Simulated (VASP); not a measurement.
# TcRh (P-6m2) in VASP: further runs, part 2 of 2

VASP 6.6.1. Earlier steps stand in the parts before.

### Step 3. Single point, LDA

This run uses another cell than the first one, of 14.64 Å³/atom, 1.026 times its volume.

File INCAR:

```
PREC = Accurate
ENCUT = 520
EDIFF = 1E-6
ISMEAR = -1
SIGMA = 0.1
LREAL = F
LASPH = T
NELM = 80
ALGO = Normal
ISIF = 2
LWAVE = F
LCHARG = F
GGA = CA
NBANDS = 21
```

File KPOINTS:

```
Automatic mesh
0
Gamma
  12 12 7
```

File POSCAR:

```
TcRh
1.0
    2.7696114033      0.0000000000      0.0000000000
   -1.3848062104      2.3985540572      0.0000000000
    0.0000000000      0.0000000000      4.4067941164
Tc Rh
1 1
Direct
    0.6666666667      0.3333333333      0.0000000000
    0.0000000000      0.0000000000      0.5000000000
```

Potentials or basis: VASP PAW LDA potentials, release 64 (Tc_pv, Rh_pv).

The run is started by

```console
cat potpaw_LDA.64/Tc_pv/POTCAR potpaw_LDA.64/Rh_pv/POTCAR > POTCAR
mpirun -np 1 vasp_std > vasp.out
```

OUTCAR:

```text
PREC = Accurate
   ENCUT = 520
   EDIFF = 1E-6
   ISMEAR = -1
   LREAL = F
   LASPH = T
   NELM = 80
   ISIF = 2
   GGA = CA

 ion  position               nearest neighbor table
   1  0.667  0.333  0.000-   2 2.72   2 2.72   2 2.72   2 2.72   2 2.72   2 2.72
   2  0.000  0.000  0.500-   1 2.72   1 2.72   1 2.72   1 2.72   1 2.72   1 2.72

  LATTYP: Found a hexagonal cell.
 ALAT       =     2.7696114033
 C/A-ratio  =     1.5911236180

  Lattice vectors:

 A1 = (   2.7696114033,   0.0000000000,   0.0000000000)
 A2 = (  -1.3848062104,   2.3985540572,   0.0000000000)
 A3 = (   0.0000000000,   0.0000000000,   4.4067941164)

Analysis of symmetry for initial positions (statically):
=====================================================================
 Subroutine PRICEL returns:
 Original cell was already a primitive cell.

 Routine SETGRP: Setting up the symmetry group for a
 hexagonal supercell.

 Subroutine GETGRP returns: Found 12 space group operations
 (whereof 12 operations were pure point group operations)
 out of a pool of 24 trial point group operations.

The static configuration has the point symmetry D_3h.

Analysis of symmetry for dynamics (positions and initial velocities):
=====================================================================
 Subroutine PRICEL returns:
 Original cell was already a primitive cell.

 Routine SETGRP: Setting up the symmetry group for a
 hexagonal supercell.

 Subroutine GETGRP returns: Found 12 space group operations
 (whereof 12 operations were pure point group operations)
 out of a pool of 24 trial point group operations.

The dynamic configuration has the point symmetry D_3h.

 Subroutine INISYM returns: Found 12 space group operations
 (whereof 12 operations are pure point group operations),
 and found     1 'primitive' translations

[... 101 lines left out ...]
   ISYM   =      2    0-nonsym 1-usesym 2-fastsym
   POTIM  = 0.5000    time-step for ionic-motion
   TEBEG  =    0.0;   TEEND  =   0.0 temperature during run
   PSTRESS=    0.0 pullay stress
   NELECT =      28.0000    total number of electrons
   NUPDOWN=      -1.0000    fix difference up-down
   EMIN   =  10.00;   EMAX   =-10.00  energy-range for DOS
   EFERMI =   0.00;   METHOD = LEGACY
   ISMEAR =    -1;   SIGMA  =   0.10  broadening in eV -4-tet -1-fermi 0-gaus
   EFERMI_NEDOS =   21; number of points for ismear=-14 and -15
   IALGO  =     38    algorithm
   IMIX   =      4    mixing-type and parameters
     AMIX     =   0.40;   BMIX     =  1.00
     AMIX_MAG =   1.60;   BMIX_MAG =  1.00
  volume/ion in A,a.u.               =      14.64        98.78
  Fermi-wavevector in a.u.,A,eV,Ry     =   1.612986  3.048101 35.398581  2.601722
  Thomas-Fermi vector in A             =   2.708128
   LORBIT       =      0    0 simple, 1 ext, 2 COOP (PROOUT), +10 PAW based schemes
   GGA     = CA    functional components
   LHFCALC =     F    Hartree Fock is set to
   AEXX    =    0.0000 exact exchange contribution
   IVDW    =     0    specifies the selected vdW correction
   LEPSILON=     F    determine dielectric tensor
   LRPA    =     F    only Hartree local field effects (RPA)
 non-spin polarized calculation
  energy-cutoff  :      520.00
  volume of cell :       29.27
 maximum number of plane-waves:       802
 NGX is ok and might be reduce to    24
   NGX = 11   NGY = 11   NGZ = 17

 number of electron      28.0000001 magnetization

 Free energy of the ion-electron system (eV)
  ---------------------------------------------------
  ext. energy  EPLUGINS =         0.00000000
  ---------------------------------------------------
  free energy    TOTEN  =       -20.53418556 eV

  energy without entropy =      -20.46920744  energy(sigma->0) =      -20.50169650

 E-fermi :  11.5608     XC(G=0): -13.9331

 val. band max:       11.5541381051   @ k =   0.3333   0.1667   0.2857
 cond. band min:      11.5837516023   @ k =   0.3333   0.0833   0.0000
 fundamental gap:      0.0296134971
 Fermi energy:        11.5608337474

 k-point     1 :       0.0000    0.0000    0.0000
  band No.  band energies     occupation
      1     -35.0599      2.00000
      2     -34.6845      2.00000
      3     -34.6845      2.00000
      4     -27.4103      2.00000
      5     -26.8875      2.00000
      6     -26.8875      2.00000
[... 565 lines left out ...]
     20      22.9093      0.00000
     21      26.3934      0.00000

 [... further k-points ...]
[... 5 lines left out ...]
  --------------------------------------------------------------------------------------
  -------------------------------------------------------------------------------------
  Total       -4.3222361     -4.3222369     -4.2617183      0.0000009      0.0000000      0.0000000
  in kB     -236.5527271   -236.5527711   -233.2406331      0.0000502      0.0000000      0.0000000
  external PRESSURE =    -235.4487104 kB  Pullay stress =       0.0000000 kB

 VOLUME and BASIS-vectors are now :
 -----------------------------------------------------------------------------
  energy-cutoff  :      520.00
  volume of cell :       29.27
      direct lattice vectors                 reciprocal lattice vectors
     2.769611403  0.000000000  0.000000000     0.361061483  0.208459001  0.000000000
    -1.384806210  2.398554057  0.000000000     0.000000000  0.416917850  0.000000000
     0.000000000  0.000000000  4.406794116     0.000000000  0.000000000  0.226922333

 POSITION                                       TOTAL-FORCE (eV/Angst)
 -----------------------------------------------------------------------------------
      1.38481      0.79952      0.00000        -0.000000      0.000000      0.000000
      0.00000      0.00000      2.20340         0.000000     -0.000000      0.000000
 -----------------------------------------------------------------------------------
    total drift:                               -0.000002     -0.000001      0.000000

  FREE ENERGIE OF THE ION-ELECTRON SYSTEM (eV)
  ---------------------------------------------------
  free  energy   TOTEN  =       -20.5341855631 eV

  energy  without entropy=      -20.4692074368  energy(sigma->0) =      -20.50169650
```

OSZICAR:

```text
N       E                     dE             d eps       ncg     rms          rms(c)
DAV:   1     0.320224079501E+03    0.32022E+03   -0.17780E+04  3192   0.147E+03
DAV:   2    -0.146217566503E+02   -0.33485E+03   -0.32538E+03  3292   0.443E+02
DAV:   3    -0.219713564601E+02   -0.73496E+01   -0.73105E+01  3697   0.758E+01
DAV:   4    -0.220204067775E+02   -0.49050E-01   -0.49045E-01  3540   0.643E+00
DAV:   5    -0.220211040525E+02   -0.69727E-03   -0.69727E-03  3732   0.770E-01    0.162E+01
DAV:   6    -0.206901787860E+02    0.13309E+01   -0.38024E+00  3487   0.179E+01    0.497E+00
DAV:   7    -0.211486266503E+02   -0.45845E+00   -0.52415E+00  3627   0.129E+01    0.662E+00
DAV:   8    -0.205420277894E+02    0.60660E+00   -0.29574E+00  3592   0.103E+01    0.103E+00
DAV:   9    -0.205345538252E+02    0.74740E-02   -0.22300E-02  3497   0.125E+00    0.194E-01
DAV:  10    -0.205341742193E+02    0.37961E-03   -0.61148E-04  3692   0.258E-01    0.425E-02
DAV:  11    -0.205341843406E+02   -0.10121E-04   -0.55691E-05  3642   0.587E-02    0.181E-02
DAV:  12    -0.205341855225E+02   -0.11819E-05   -0.20016E-06  2563   0.108E-02    0.787E-03
DAV:  13    -0.205341855631E+02   -0.40554E-07   -0.44680E-07  1991   0.504E-03
   1 F= -.20534186E+02 E0= -.20501696E+02  d E =-.649781E-01
```

Wall time 28 s (1 thread of Intel Xeon Platinum 8488C (Sapphire Rapids), shared host); peak memory 0.17 GiB.

Results:

| Quantity | Value |
| --- | --- |
| Free energy | -20.5342 eV |
| Pressure | -23.5 GPa |
| Band gap on the k mesh | zero (band 14 reaches 12.41 eV, above the bottom of band 15 at 10.22 eV) |

Stress tensor (GPa, compression positive):
```
-23.66   0.00   0.00
  0.00 -23.66   0.00
  0.00   0.00 -23.32
```

Levels at points of the mesh, in eV from the Fermi level:
```
           k point  band 10  band 11  band 12  band 13  band 14  band 15  band 16  band 17  band 18  band 19
(0.00, 0.00, 0.00)    -2.69    -2.28    -1.56    -1.56    -1.34    -1.34     1.13     1.40     1.40     9.37
(0.50, 0.00, 0.00)    -2.85    -1.94    -1.87    -1.30     0.37     1.83     2.72     3.53     5.88    10.26
```

### Step 4. Single point, LDA

This run uses another cell than the first one, of 15.01 Å³/atom, 1.052 times its volume.

File INCAR:

```
PREC     = Accurate       # precision mode
ENCUT    = 520            # plane-wave cutoff, eV
EDIFF    = 1E-6           # SCF threshold, eV
ISMEAR   = -1             # smearing method
SIGMA    = 0.1            # smearing width, eV
LREAL    = False          # projectors in reciprocal space
LASPH    = True           # aspherical terms in the spheres
NELM     = 100            # most SCF steps
ALGO     = Normal         # electronic algorithm
ISIF     = 2              # what is computed and relaxed
LWAVE    = False          # write WAVECAR
LCHARG   = True           # write CHGCAR
LELF     = True           # ELF
LVHAR    = True         
NBANDS   = 21             # bands
```

File KPOINTS:

```
regular mesh
0
Gamma
  12 12 7
```

File POSCAR:

```
TcRh
1.0
    2.7927891453      0.0000000000      0.0000000000
   -1.3963950857      2.4186265725      0.0000000000
    0.0000000000      0.0000000000      4.4436727692
Tc Rh
1 1
Direct
    0.6666666667      0.3333333333      0.0000000000
    0.0000000000      0.0000000000      0.5000000000
```

The run is started by

```console
cat potpaw_LDA.64/Tc_pv/POTCAR potpaw_LDA.64/Rh_pv/POTCAR > POTCAR
mpirun -np 1 vasp_std > vasp.out
```

It took 27 s on 1 thread of Intel Xeon Platinum 8488C (Sapphire Rapids), shared host; peak memory 0.17 GiB.

It converged, with:

- Free energy: -20.4138 eV
- Pressure: -28.7 GPa
- Band gap on the k mesh: zero (band 14 reaches 11.95 eV, above the bottom of band 15 at 9.84 eV)

Levels at points of the mesh, in eV from the Fermi level:
```csv
k point,band 11,band 12,band 13,band 14,band 15,band 16,band 17,band 18
"(0.00, 0.00, 0.00)",-2.20,-1.51,-1.51,-1.29,-1.29,1.12,1.35,1.35
"(0.50, 0.00, 0.00)",-1.88,-1.82,-1.25,0.35,1.76,2.62,3.41,5.71
```

### Step 5. Summary

| cell | gap on the mesh (eV) | pressure (GPa) |
| --- | --- | --- |
| a = 2.746, b = 2.746, c = 4.369 Å, angles 90.0, 90.0, 120.0°, 2 atoms | none | -17.5 |
| a = 2.770, b = 2.770, c = 4.407 Å, angles 90.0, 90.0, 120.0°, 2 atoms | none | -23.5 |
| a = 2.793, b = 2.793, c = 4.444 Å, angles 90.0, 90.0, 120.0°, 2 atoms | none | -28.7 |

Alike in all rows: task single point; level LDA; potentials or basis VASP PAW LDA potentials, release 64 (Tc_pv, Rh_pv); no spin polarisation; k mesh 12 × 12 × 7; cutoff (eV) 520; smearing fermi-dirac 0.1 eV.

Total energies depend on the potentials used, so only differences within one code and one set of settings carry meaning.
